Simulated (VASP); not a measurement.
# BaTiAsF (P4/nmm) in VASP: single point with r2SCAN

Aim: the single point of BaTiAsF with r2SCAN.

Everything below comes from runs of VASP 6.6.1. Logs are shortened: lines on timing, memory, paths and dates and some standing lists are left out, and cuts for length are marked.

## Step 1: The cell of the first run

The structure is tetragonal, space group P4/nmm (No. 129). Conventional cell: a = 4.278 Å, b = 4.278 Å, c = 9.734 Å, α = 90.00°, β = 90.00°, γ = 90.00°. Ba (site symmetry 4mm) has 4 F at 2.69 Å and 4 As at 3.51 Å within 3.6 Å. Within 3.4 Å of Ti (site symmetry -4m2) lie 4 As at 2.58 Å and 4 Ti at 3.03 Å. As (site symmetry 4mm) has 4 Ti at 2.58 Å and 4 Ba at 3.51 Å within 3.6 Å. F (site symmetry -4m2) has 4 Ba at 2.69 Å and 4 F at 3.03 Å within 3.6 Å.

## Step 2: Single point, r2SCAN, collinear spin, zero start

POSCAR

```
BaTiAsF
1.0
    4.2780558400      0.0000000000      0.0000000000
    0.0000000000      4.2780558400      0.0000000000
    0.0000000000      0.0000000000      9.7343855200
Ba Ti As F
2 2 2 2
Direct
    0.2500000000      0.2500000000      0.3317700000
    0.7500000000      0.7500000000      0.6682300000
    0.2500000000      0.7500000000      0.0000000000
    0.7500000000      0.2500000000      0.0000000000
    0.7500000000      0.7500000000      0.1491000000
    0.2500000000      0.2500000000      0.8509000000
    0.2500000000      0.7500000000      0.5000000000
    0.7500000000      0.2500000000      0.5000000000
```

INCAR.step1

```
  PREC = Accurate
  ENCUT = 520
  ISMEAR = -1
  SIGMA = 0.1
  LREAL = False
  LASPH = True
  NELM = 150
  ISPIN = 2
  MAGMOM = 0 0 0 0 0 0 0 0
  LMAXMIX = 4
  NBANDS = 48
  GGA = PE
  ALGO = Normal
  EDIFF = 1E-4
  LWAVE = True
  LCHARG = False
```

INCAR.step2

```
  PREC = Accurate
  ENCUT = 520
  EDIFF = 1E-6
  ISMEAR = -1
  SIGMA = 0.1
  LREAL = False
  LASPH = True
  NELM = 150
  ALGO = Normal
  ISIF = 2
  LWAVE = False
  LCHARG = True
  ISPIN = 2
  MAGMOM = 0 0 0 0 0 0 0 0
  LORBIT = 11
  LMAXMIX = 4
  METAGGA = R2SCAN
  LMIXTAU = True
  LELF = True
  LVHAR = True
  NBANDS = 48
  ISTART = 1
```

KPOINTS

```
Automatic mesh
0
Gamma
  6 6 3
```

Potentials or basis: VASP PAW PBE potentials, release 64 (Ba_sv, Ti_sv, As, F).

Launch:

```
> cat potpaw_PBE.64/Ba_sv/POTCAR potpaw_PBE.64/Ti_sv/POTCAR potpaw_PBE.64/As/POTCAR potpaw_PBE.64/F/POTCAR > POTCAR
> cp INCAR.step1 INCAR
> mpirun -np 1 vasp_std > vasp.out
> cp INCAR.step2 INCAR
> mpirun -np 1 vasp_std > vasp.out
```

OUTCAR:

```text
PREC = Accurate
   ENCUT = 520
   EDIFF = 1E-6
   ISMEAR = -1
   LREAL = False
   LASPH = True
   NELM = 150
   ISIF = 2
   ISPIN = 2
   LORBIT = 11
   METAGGA = R2SCAN
   ISTART = 1

 ion  position               nearest neighbor table
   1  0.250  0.250  0.332-   7 2.69   8 2.69   7 2.69   8 2.69   5 3.51   5 3.51   5 3.51   5 3.51
                             2 4.46   2 4.46   2 4.46   2 4.46
   2  0.750  0.750  0.668-   7 2.69   8 2.69   8 2.69   7 2.69   6 3.51   6 3.51   6 3.51   6 3.51
                             1 4.46   1 4.46   1 4.46   1 4.46
   3  0.250  0.750  0.000-   5 2.58   6 2.58   6 2.58   5 2.58
   4  0.750  0.250  0.000-   5 2.58   6 2.58   5 2.58   6 2.58
   5  0.750  0.750  0.149-   3 2.58   4 2.58   4 2.58   3 2.58   1 3.51   1 3.51   1 3.51   1 3.51

   6  0.250  0.250  0.851-   3 2.58   4 2.58   3 2.58   4 2.58   2 3.51   2 3.51   2 3.51   2 3.51

   7  0.250  0.750  0.500-   1 2.69   2 2.69   1 2.69   2 2.69
   8  0.750  0.250  0.500-   1 2.69   2 2.69   2 2.69   1 2.69

  LATTYP: Found a simple tetragonal cell.
 ALAT       =     4.2780558400
 C/A-ratio  =     2.2754227350

  Lattice vectors:

 A1 = (   4.2780558400,   0.0000000000,   0.0000000000)
 A2 = (   0.0000000000,   4.2780558400,   0.0000000000)
 A3 = (   0.0000000000,   0.0000000000,   9.7343855200)

Analysis of symmetry for initial positions (statically):
=====================================================================
 Subroutine PRICEL returns:
 Original cell was already a primitive cell.

 Routine SETGRP: Setting up the symmetry group for a
 simple tetragonal supercell.

 Subroutine GETGRP returns: Found 16 space group operations
 (whereof  4 operations were pure point group operations)
 out of a pool of 16 trial point group operations.

The static configuration has the point symmetry C_2h.
 The point group associated with its full space group is D_4h.

Analysis of symmetry for dynamics (positions and initial velocities):
=====================================================================
 Subroutine PRICEL returns:
 Original cell was already a primitive cell.

 Routine SETGRP: Setting up the symmetry group for a
 simple tetragonal supercell.

 Subroutine GETGRP returns: Found 16 space group operations
 (whereof  4 operations were pure point group operations)
 out of a pool of 16 trial point group operations.

The dynamic configuration has the point symmetry C_2h.
 The point group associated with its full space group is D_4h.

Analysis of structural, dynamic, and magnetic symmetry:
=====================================================================
 Subroutine PRICEL returns:
 Original cell was already a primitive cell.

 Routine SETGRP: Setting up the symmetry group for a
 simple tetragonal supercell.

 Subroutine GETGRP returns: Found 16 space group operations
 (whereof  4 operations were pure point group operations)
 out of a pool of 16 trial point group operations.

The overall configuration has the point symmetry C_2h.
 The point group associated with its full space group is D_4h.

 Subroutine INISYM returns: Found 16 space group operations
 (whereof  4 operations are pure point group operations),
 and found     1 'primitive' translations

----------------------------------------------------------------------------------------

                                     Primitive cell

  volume of cell :     178.1564

  direct lattice vectors                    reciprocal lattice vectors
     4.278055840  0.000000000  0.000000000     0.233751040  0.000000000  0.000000000
     0.000000000  4.278055840  0.000000000     0.000000000  0.233751040  0.000000000
     0.000000000  0.000000000  9.734385520     0.000000000  0.000000000  0.102728621

  length of vectors
     4.278055840  4.278055840  9.734385520     0.233751040  0.233751040  0.102728621

  position of ions in fractional coordinates (direct lattice)
     0.250000000  0.250000000  0.331770000
     0.750000000  0.750000000  0.668230000
     0.250000000  0.750000000  0.000000000
     0.750000000  0.250000000  0.000000000
     0.750000000  0.750000000  0.149100000
     0.250000000  0.250000000  0.850900000
     0.250000000  0.750000000  0.500000000
[... 63 lines left out ...]
   total plane-waves  NPLWV =  73728
   dimension x,y,z NGX =    32 NGY =   32 NGZ =   72
   dimension x,y,z NGXF=    64 NGYF=   64 NGZF=  144
   ions per type =               2   2   2   2
   NGX,Y,Z   is equivalent  to a cutoff of  12.44, 12.44, 12.30 a.u.
   NGXF,Y,Z  is equivalent  to a cutoff of  24.87, 24.87, 24.59 a.u.
 SYSTEM =  unknown system
   PREC   = accura    normal or accurate (medium, high low for compatibility)
   ISTART =      1    job   : 0-new  1-cont  2-samecut
   ICHARG =      0    charge: 1-file 2-atom 10-const
   ISPIN  =      2    spin polarized calculation?
   LNONCOLLINEAR =      F non collinear calculations
   LSORBIT =      F    spin-orbit coupling
   LASPH  =      T    aspherical Exc in radial PAW
   ENCUT  =  520.0 eV  38.22 Ry    6.18 a.u.   7.95  7.95 18.10*2*pi/ulx,y,z
   NELM   =    150;   NELMIN=  2; NELMDL=  0     # of ELM steps
   EDIFF  = 0.1E-05   stopping-criterion for ELM
   LREAL  =      F    real-space projection
   EDIFFG = 0.1E-04   stopping-criterion for IOM
   NSW    =      0    number of steps for IOM
   IBRION =     -1    ionic relax: 0-MD 1-quasi-New 2-CG
   NFREE  =      0    steps in history (QN), initial steepest desc. (CG)
   ISIF   =      2    stress and relaxation
   ISYM   =      2    0-nonsym 1-usesym 2-fastsym
   POTIM  = 0.5000    time-step for ionic-motion
   TEBEG  =    0.0;   TEEND  =   0.0 temperature during run
   PSTRESS=    0.0 pullay stress
   NELECT =      68.0000    total number of electrons
   NUPDOWN=      -1.0000    fix difference up-down
   EMIN   =  10.00;   EMAX   =-10.00  energy-range for DOS
   EFERMI =   0.00;   METHOD = LEGACY
   ISMEAR =    -1;   SIGMA  =   0.10  broadening in eV -4-tet -1-fermi 0-gaus
   EFERMI_NEDOS =   21; number of points for ismear=-14 and -15
   IALGO  =     38    algorithm
   IMIX   =      4    mixing-type and parameters
     AMIX     =   0.40;   BMIX     =  1.00
     AMIX_MAG =   1.60;   BMIX_MAG =  1.00
  volume/ion in A,a.u.               =      22.27       150.28
  Fermi-wavevector in a.u.,A,eV,Ry     =   1.187528  2.244103 19.187257  1.410224
  Thomas-Fermi vector in A             =   2.323678
   LORBIT       =     11    0 simple, 1 ext, 2 COOP (PROOUT), +10 PAW based schemes
   METAGGA = R2SCAN    functional components
   LHFCALC =     F    Hartree Fock is set to
   AEXX    =    0.0000 exact exchange contribution
   IVDW    =     0    specifies the selected vdW correction
   LEPSILON=     F    determine dielectric tensor
   LRPA    =     F    only Hartree local field effects (RPA)
 spin polarized calculation
  energy-cutoff  :      520.00
  volume of cell :      178.16
 maximum number of plane-waves:      4844
 NGX is ok and might be reduce to    32
   NGX = 15   NGY = 15   NGZ = 37

 number of electron      67.9999967 magnetization       0.0000472

 Free energy of the ion-electron system (eV)
  ---------------------------------------------------
  ext. energy  EPLUGINS =         0.00000000
  ---------------------------------------------------
  free energy    TOTEN  =      -132.12088841 eV

  energy without entropy =     -131.97706763  energy(sigma->0) =     -132.04897802

 E-fermi :   4.6383     XC(G=0): -10.1282

 val. band max:        4.6196982636   @ k =   0.1667   0.1667   0.0000
 cond. band min:       4.6867627135   @ k =   0.3333   0.3333   0.3333
 fundamental gap:      0.0670644499
 Fermi energy:         4.6382910355

 spin component 1

 k-point     1 :       0.0000    0.0000    0.0000
  band No.  band energies     occupation
      1     -54.8354      1.00000
      2     -54.7796      1.00000
      3     -30.2389      1.00000
      4     -30.1702      1.00000
      5     -30.0934      1.00000
      6     -30.0934      1.00000
[... 969 lines left out ...]
     45       9.7477      0.00000
     46       9.7477      0.00000
 Fermi energy:         4.6382910355

 spin component 2

 k-point     1 :       0.0000    0.0000    0.0000
  band No.  band energies     occupation
      1     -54.8354      1.00000
      2     -54.7796      1.00000
      3     -30.2389      1.00000
      4     -30.1701      1.00000
      5     -30.0934      1.00000
      6     -30.0934      1.00000
[... 969 lines left out ...]
     45       9.7477      0.00000
     46       9.7477      0.00000
 [bands above 46 left out]

------------------------ aborting loop because EDIFF is reached ----------------------------------------

  FORCE on cell =-STRESS in cart. coord.  units (eV):
  Direction    XX          YY          ZZ          XY          YZ          ZX
  --------------------------------------------------------------------------------------
  -------------------------------------------------------------------------------------
  Total       -0.6292440     -0.6292440      1.3089430      0.0000000      0.0000000     -0.0000000
  in kB       -5.6588505     -5.6588505     11.7714479      0.0000000      0.0000000     -0.0000000
  external PRESSURE =       0.1512490 kB  Pullay stress =       0.0000000 kB

 VOLUME and BASIS-vectors are now :
 -----------------------------------------------------------------------------
  energy-cutoff  :      520.00
  volume of cell :      178.16
      direct lattice vectors                 reciprocal lattice vectors
     4.278055840  0.000000000  0.000000000     0.233751040  0.000000000  0.000000000
     0.000000000  4.278055840  0.000000000     0.000000000  0.233751040  0.000000000
     0.000000000  0.000000000  9.734385520     0.000000000  0.000000000  0.102728621

 POSITION                                       TOTAL-FORCE (eV/Angst)
 -----------------------------------------------------------------------------------
      1.06951      1.06951      3.22958         0.000000     -0.000000      1.070241
      3.20854      3.20854      6.50481        -0.000000     -0.000000     -1.070241
      1.06951      3.20854      0.00000        -0.000000      0.000000      0.000000
      3.20854      1.06951      0.00000         0.000000     -0.000000      0.000000
      3.20854      3.20854      1.45140         0.000000     -0.000000     -0.097748
      1.06951      1.06951      8.28299        -0.000000     -0.000000      0.097748
      1.06951      3.20854      4.86719         0.000000     -0.000000      0.000000
      3.20854      1.06951      4.86719         0.000000     -0.000000      0.000000
 -----------------------------------------------------------------------------------
    total drift:                                0.000000     -0.000000      0.000000

  FREE ENERGIE OF THE ION-ELECTRON SYSTEM (eV)
  ---------------------------------------------------
  free  energy   TOTEN  =      -132.1208884051 eV

  energy  without entropy=     -131.9770676278  energy(sigma->0) =     -132.04897802

 total charge

# of ion       s       p       d       tot
------------------------------------------
    1        2.014   5.641   0.241   7.896
    2        2.014   5.641   0.241   7.896
    3        2.173   6.124   1.912  10.208
    4        2.173   6.124   1.912  10.208
    5        1.198   1.695   0.034   2.927
    6        1.198   1.695   0.034   2.927
    7        1.738   4.382   0.000   6.120
    8        1.738   4.382   0.000   6.120
--------------------------------------------------
tot         14.246  35.684   4.373  54.304

 magnetization (x)

# of ion       s       p       d       tot
------------------------------------------
    1        0.000   0.000   0.000   0.000
    2        0.000   0.000   0.000   0.000
    3        0.000   0.000   0.000   0.000
    4        0.000   0.000   0.000   0.000
    5       -0.000  -0.000   0.000  -0.000
    6       -0.000  -0.000   0.000  -0.000
    7        0.000   0.000   0.000   0.000
    8        0.000   0.000   0.000   0.000
--------------------------------------------------
tot          0.000  -0.000   0.000   0.000
```

It took 13 min on 1 thread of AMD EPYC 9R45 (Zen 5), shared host; peak memory 0.48 GiB.

Results:

- Free energy: -132.1209 eV
- Pressure: 0.0 GPa
- Largest force: 1.070 eV/Å
- Band gap on the k mesh: zero (filled and empty bands overlap)
- Net moment: 0.00 μB per cell
- Valence electrons inside the program's atomic spheres: Ba 7.90; Ti 10.21; As 2.93; F 6.12

Forces on the atoms (eV/Å):
```
Ba   0.000  0.000  1.070
Ba   0.000  0.000 -1.070
Ti   0.000  0.000  0.000
Ti   0.000  0.000  0.000
As   0.000  0.000 -0.098
As   0.000  0.000  0.098
F    0.000  0.000  0.000
F    0.000  0.000  0.000
```

Stress tensor (GPa, compression positive):
```
-0.57  0.00  0.00
 0.00 -0.57  0.00
 0.00  0.00  1.18
```

Levels at points of the mesh, in eV from the Fermi level:
Spin up:
```
           k point  band 30  band 31  band 32  band 33  band 34  band 35  band 36  band 37  band 38  band 39
(0.00, 0.00, 0.00)    -3.13    -2.44    -2.44    -1.16     0.26     0.31     0.64     1.73     1.73     2.14
(0.50, 0.00, 0.00)    -2.84    -2.81    -2.81     0.14     0.14     0.33     0.33     0.84     0.84     1.79
(0.50, 0.50, 0.00)    -2.98    -2.65    -2.65    -0.88    -0.88    -0.36    -0.36     1.27     1.27     1.61
```
Spin down:
| k point | band 30 | band 31 | band 32 | band 33 | band 34 | band 35 | band 36 | band 37 | band 38 | band 39 |
| --- | --- | --- | --- | --- | --- | --- | --- | --- | --- | --- |
| (0.00, 0.00, 0.00) | -3.13 | -2.44 | -2.44 | -1.16 | 0.26 | 0.31 | 0.64 | 1.73 | 1.73 | 2.14 |
| (0.50, 0.00, 0.00) | -2.84 | -2.81 | -2.81 | 0.14 | 0.14 | 0.33 | 0.33 | 0.84 | 0.84 | 1.79 |
| (0.50, 0.50, 0.00) | -2.98 | -2.65 | -2.65 | -0.88 | -0.88 | -0.36 | -0.36 | 1.27 | 1.27 | 1.61 |

Caveat: the PAW data sets were made with another functional, which shifts forces and pressure a little; spin-orbit coupling is left out, which moves the levels of the heavy elements.
